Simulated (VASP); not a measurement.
# Be (P6_3/mmc) in VASP: molecular dynamics with PBE+D3(BJ)

Aim: the molecular dynamics of Be with PBE+D3(BJ).

All numbers are computed with VASP 6.6.1; they aren't measurements. Logs are shortened: lines on timing, memory, paths and dates and some standing lists are left out, and cuts for length are marked.

## 1. The cell of the first run

It takes space group P6_3/mmc (No. 194, hexagonal). The conventional cell has a = 2.307 Å, b = 2.307 Å, c = 3.613 Å, α = 90.00°, β = 90.00°, γ = 120.00°. Within 3.0 Å of Be (site symmetry -6m2) lie 12 Be at 2.24 to 2.31 Å.

## 2. Molecular dynamics, PBE+D3(BJ)

Contents of INCAR:

```
PREC     = Accurate       # precision mode
ENCUT    = 520            # plane-wave cutoff, eV
EDIFF    = 1E-5           # SCF threshold, eV
ISMEAR   = -1             # smearing method
SIGMA    = 0.05           # smearing width, eV
LREAL    = Auto         
LASPH    = True           # aspherical terms in the spheres
NELM     = 100            # most SCF steps
ALGO     = Normal         # electronic algorithm
ISIF     = 2              # what is computed and relaxed
LWAVE    = False          # write WAVECAR
LCHARG   = True           # write CHGCAR
GGA      = PE             # functional
IVDW     = 12             # dispersion correction
IBRION   = 0              # ionic algorithm
NSW      = 40             # ionic steps
POTIM    = 1.5            # step
TEBEG    = 450.0        
TEEND    = 450.0        
ISYM     = 0            
NELMIN   = 4            
RANDOM_SEED= 42400 0 0    
MDALGO   = 1            
ANDERSEN_PROB= 0.0
```

Contents of KPOINTS:

```
Automatic mesh
0
Gamma
  2 2 2
  0.5 0.5 0.5
```

Contents of POSCAR:

```
Be
1.0
   -0.0000000001      3.9960864412      3.6128632108
   -3.4607123737     -1.9980432206      3.6128632108
    3.4607123738     -1.9980432205      3.6128632108
Be
18
Direct
    0.3055555556      0.6388888889      0.3055555556
    0.6388888889      0.6388888889      0.9722222222
    0.3055555556      0.3055555556      0.6388888889
    0.3055555556      0.9722222222      0.9722222222
    0.6388888889      0.3055555556      0.3055555556
    0.9722222222      0.6388888889      0.6388888889
    0.9722222222      0.3055555556      0.9722222222
    0.6388888889      0.9722222222      0.6388888889
    0.9722222222      0.9722222222      0.3055555556
    0.3611111111      0.6944444444      0.6944444444
    0.6944444444      0.6944444444      0.3611111111
    0.3611111111      0.3611111111      0.0277777778
    0.3611111111      0.0277777778      0.3611111111
    0.6944444444      0.3611111111      0.6944444444
    0.0277777778      0.6944444444      0.0277777778
    0.0277777778      0.3611111111      0.3611111111
    0.6944444444      0.0277777778      0.0277777778
    0.0277777778      0.0277777778      0.6944444444
```

Potentials or basis: VASP PAW PBE potentials, release 64 (Be).

On the command line:

```console
$ cat potpaw_PBE.64/Be/POTCAR > POTCAR
$ mpirun -np 1 vasp_std > vasp.out
```

OUTCAR:

```text
PREC = Accurate
   ENCUT = 520
   EDIFF = 1E-5
   ISMEAR = -1
   LREAL = Auto
   LASPH = True
   NELM = 100
   ISIF = 2
   GGA = PE
   IVDW = 12
   IBRION = 0
   NSW = 40
   POTIM = 1.5
   TEBEG = 450.0
   ISYM = 0
   NELMIN = 4
 IVDW          = 12

 ion  position               nearest neighbor table
   1  0.306  0.639  0.306-  10 2.24  11 2.24  13 2.24  12 2.24  15 2.24  16 2.24   5 2.31   3 2.31
                             9 2.31   4 2.31   6 2.31   2 2.31
   2  0.639  0.639  0.972-  11 2.24  17 2.24  15 2.24  12 2.24  14 2.24  10 2.24   4 2.31   7 2.31
                             8 2.31   6 2.31   5 2.31   1 2.31
   3  0.306  0.306  0.639-  10 2.24  14 2.24  12 2.24  13 2.24  16 2.24  18 2.24   1 2.31   5 2.31
                             8 2.31   6 2.31   4 2.31   7 2.31
   4  0.306  0.972  0.972-  17 2.24  12 2.24  13 2.24  18 2.24  15 2.24  10 2.24   2 2.31   8 2.31
                             3 2.31   1 2.31   7 2.31   9 2.31
   5  0.639  0.306  0.306-  11 2.24  14 2.24  16 2.24  17 2.24  12 2.24  13 2.24   1 2.31   3 2.31
                             9 2.31   8 2.31   2 2.31   7 2.31
   6  0.972  0.639  0.639-  10 2.24  18 2.24  15 2.24  16 2.24  11 2.24  14 2.24   8 2.31   7 2.31
                             9 2.31   2 2.31   3 2.31   1 2.31
   7  0.972  0.306  0.972-  15 2.24  16 2.24  12 2.24  18 2.24  17 2.24  14 2.24   2 2.31   6 2.31
                             5 2.31   3 2.31   4 2.31   9 2.31
   8  0.639  0.972  0.639-  14 2.24  17 2.24  18 2.24  13 2.24  11 2.24  10 2.24   6 2.31   2 2.31
                             4 2.31   9 2.31   3 2.31   5 2.31
   9  0.972  0.972  0.306-  18 2.24  16 2.24  13 2.24  15 2.24  17 2.24  11 2.24   6 2.31   8 2.31
[... 5 lines left out ...]
  12  0.361  0.361  0.028-   3 2.24   4 2.24   7 2.24   2 2.24   1 2.24   5 2.24  17 2.31  15 2.31
                            13 2.31  16 2.31  10 2.31  14 2.31
  13  0.361  0.028  0.361-   1 2.24   4 2.24   9 2.24   8 2.24   3 2.24   5 2.24  16 2.31  12 2.31
                            17 2.31  18 2.31  11 2.31  10 2.31
  14  0.694  0.361  0.694-   5 2.24   3 2.24   8 2.24   2 2.24   7 2.24   6 2.24  10 2.31  11 2.31
                            18 2.31  17 2.31  12 2.31  16 2.31
  15  0.028  0.694  0.028-   7 2.24   6 2.24   2 2.24   9 2.24   4 2.24   1 2.24  12 2.31  16 2.31
                            10 2.31  11 2.31  17 2.31  18 2.31
  16  0.028  0.361  0.361-   5 2.24   9 2.24   7 2.24   6 2.24   3 2.24   1 2.24  13 2.31  15 2.31
                            18 2.31  12 2.31  11 2.31  14 2.31
  17  0.694  0.028  0.028-   4 2.24   2 2.24   8 2.24   9 2.24   7 2.24   5 2.24  12 2.31  13 2.31
                            11 2.31  14 2.31  15 2.31  18 2.31
  18  0.028  0.028  0.694-   9 2.24   6 2.24   8 2.24   7 2.24   4 2.24   3 2.24  16 2.31  13 2.31
                            14 2.31  10 2.31  15 2.31  17 2.31

IMPORTANT INFORMATION: All symmetrisations will be switched off!
NOSYMM: (Re-)initialisation of all symmetry stuff for point group C_1.

----------------------------------------------------------------------------------------

                                     Primitive cell

  volume of cell :     149.8902

  direct lattice vectors                    reciprocal lattice vectors
    -0.000000000  3.996086441  3.612863211    -0.000000000  0.166829891  0.092262927
[... 107 lines left out ...]
   PSTRESS=    0.0 pullay stress
   NELECT =      36.0000    total number of electrons
   NUPDOWN=      -1.0000    fix difference up-down
   EMIN   =  10.00;   EMAX   =-10.00  energy-range for DOS
   EFERMI =   0.00;   METHOD = LEGACY
   ISMEAR =    -1;   SIGMA  =   0.05  broadening in eV -4-tet -1-fermi 0-gaus
   EFERMI_NEDOS =   21; number of points for ismear=-14 and -15
   IALGO  =     38    algorithm
   IMIX   =      4    mixing-type and parameters
     AMIX     =   0.40;   BMIX     =  1.00
     AMIX_MAG =   1.60;   BMIX_MAG =  1.00
  volume/ion in A,a.u.               =       8.33        56.19
  Fermi-wavevector in a.u.,A,eV,Ry     =   1.017618  1.923018 14.089453  1.035546
  Thomas-Fermi vector in A             =   2.151029
   LORBIT       =      0    0 simple, 1 ext, 2 COOP (PROOUT), +10 PAW based schemes
   GGA     = PE    functional components
   LHFCALC =     F    Hartree Fock is set to
   AEXX    =    0.0000 exact exchange contribution
   IVDW    =    12    specifies the selected vdW correction
   LEPSILON=     F    determine dielectric tensor
   LRPA    =     F    only Hartree local field effects (RPA)
 molecular dynamics for ions
 non-spin polarized calculation
  energy-cutoff  :      520.00
  volume of cell :      149.89
 maximum number of plane-waves:      4050
   NGX = 21   NGY = 21   NGZ = 21

--------------------------------------- Ionic step        1  -------------------------------------------

 number of electron      36.0000000 magnetization

 Free energy of the ion-electron system (eV)
  ---------------------------------------------------
  ext. energy  EPLUGINS =         0.00000000
  ---------------------------------------------------
  free energy    TOTEN  =       -67.46834143 eV

  energy without entropy =      -67.35876005  energy(sigma->0) =      -67.41355074

------------------------ aborting loop because EDIFF is reached ----------------------------------------

 Edisp (eV)   -6.05620

 E8    (eV) :    -2.0952
[... 179 lines left out ...]
  ENERGY OF THE ELECTRON-ION-THERMOSTAT SYSTEM (eV)
  ---------------------------------------------------
% ion-electron   TOTEN  =       -73.462115  see above
  kinetic energy EKIN   =         0.926333
  kin. lattice  EKIN_LAT=         0.000000  (temperature  421.55 K)
  nose potential ES     =         0.000000
  nose kinetic   EPS    =         0.000000
  ---------------------------------------------------
  total energy   ETOTAL =       -72.535782 eV

[... ionic steps 4 to 37 ...]

--------------------------------------- Ionic step       38  -------------------------------------------

 number of electron      36.0000000 magnetization

------------------------ aborting loop because EDIFF is reached ----------------------------------------
[... 127 lines left out ...]
--------------------------------------- Ionic step       40  -------------------------------------------

 number of electron      36.0000000 magnetization

 Free energy of the ion-electron system (eV)
  ---------------------------------------------------
  ext. energy  EPLUGINS =         0.00000000
  ---------------------------------------------------
  free energy    TOTEN  =       -66.81955181 eV

  energy without entropy =      -66.76807285  energy(sigma->0) =      -66.79381233

 E-fermi :   5.9494     XC(G=0): -10.4296

 val. band max:        5.8847579703   @ k =  -0.2500   0.2500   0.2500
 cond. band min:       5.9835892282   @ k =   0.2500   0.2500  -0.2500
 fundamental gap:      0.0988312579
 Fermi energy:         5.9494164274

 k-point     1 :       0.2500    0.2500    0.2500
  band No.  band energies     occupation
      1      -3.9302      2.00000
      2      -1.4052      2.00000
      3      -1.2950      2.00000
      4      -1.1857      2.00000
      5      -0.0520      2.00000
      6       0.1205      2.00000
[... 168 lines left out ...]
  ENERGY OF THE ELECTRON-ION-THERMOSTAT SYSTEM (eV)
  ---------------------------------------------------
% ion-electron   TOTEN  =       -72.876516  see above
  kinetic energy EKIN   =         0.342752
  kin. lattice  EKIN_LAT=         0.000000  (temperature  155.98 K)
  nose potential ES     =         0.000000
  nose kinetic   EPS    =         0.000000
  ---------------------------------------------------
  total energy   ETOTAL =       -72.533764 eV
```

OSZICAR:

```text
N       E                     dE             d eps       ncg     rms          rms(c)
DAV:   1     0.401348034717E+02    0.40135E+02   -0.14175E+04   224   0.110E+03
[... 237 lines left out ...]
     39 T=   167. E= -.72533855E+02 F= -.72901866E+02 E0= -.72877427E+02  EK= 0.36801E+00 SP= 0.00E+00 SK= 0.00E+00
       N       E                     dE             d eps       ncg     rms          rms(c)
DAV:   1    -0.668195425553E+02    0.25294E-01   -0.96484E-03   168   0.503E-01    0.315E-03
DAV:   2    -0.668195524403E+02   -0.98850E-05   -0.10355E-04   256   0.557E-02    0.314E-03
DAV:   3    -0.668195522154E+02    0.22490E-06   -0.79968E-07   148   0.622E-03    0.239E-03
DAV:   4    -0.668195518067E+02    0.40863E-06   -0.54359E-07   124   0.399E-03
     40 T=   156. E= -.72533764E+02 F= -.72876516E+02 E0= -.72850777E+02  EK= 0.34275E+00 SP= 0.00E+00 SK= 0.00E+00
```

CONTCAR:

```text
Be
   1.00000000000000
    -0.0000000001000000    3.9960864412000001    3.6128632108000001
    -3.4607123736999998   -1.9980432206000001    3.6128632108000001
     3.4607123737999999   -1.9980432205000001    3.6128632108000001
  Be
    18
Direct
     0.3068951111254019    0.6433313748596098    0.2848647578060172
     0.6432876807096297    0.6252633542696391    0.9892590268244743
     0.3294652863895219    0.2852852071434075    0.6321529780465025
     0.2809877511767205    0.9535745282459096    0.9744390481577611
     0.6366117042249945    0.3041056852535676    0.3045135927161929
     0.9822430083288641    0.6442045071487980    0.6550538520013686
[... 10 lines left out ...]
     0.6866070976627302    0.0234484388728504    0.0406662672477499
     0.0188374934241533    0.0554468362397633    0.6875874968286561

  0.10667690E-02  0.45266200E-02  0.94467393E-03
 -0.66589337E-02  0.23856963E-03  0.18041297E-02
 -0.25996910E-04  0.13556781E-02 -0.49069198E-02
 -0.14406890E-02  0.72726042E-03 -0.34760420E-02
  0.27419205E-02  0.82569073E-02 -0.18843503E-02
 -0.22121814E-02  0.35929352E-02  0.22188706E-02
[... 10 lines left out ...]
 -0.37993421E-02  0.83496048E-03  0.30330520E-02
 -0.50442549E-02 -0.26184154E-02  0.17125279E-02

           1
   1.50000000000000
  0.10000000E+01  0.00000000E+00  0.00000000E+00  0.00000000E+00
  0.30815861E+00  0.64266454E+00  0.28466030E+00
  0.64359706E+00  0.62692630E+00  0.98803574E+00
  0.32912545E+00  0.28444213E+00  0.63129863E+00
  0.28068868E+00  0.95331469E+00  0.97355476E+00
  0.63841717E+00  0.30221755E+00  0.30381391E+00
  0.98344920E+00  0.64454145E+00  0.65443195E+00
[... 46 lines left out ...]
  0.00000000E+00  0.00000000E+00  0.00000000E+00
  0.00000000E+00  0.00000000E+00  0.00000000E+00
```

Run time: 5.1 min. Hardware: 1 thread of Intel Xeon 6975P-C (Granite Rapids), shared host; peak memory 0.29 GiB.

Results:

| Property | Result |
| --- | --- |
| Dispersion energy per atom | -0.336 eV |

Caveat: the k points lie up to 0.60 Å⁻¹ apart.
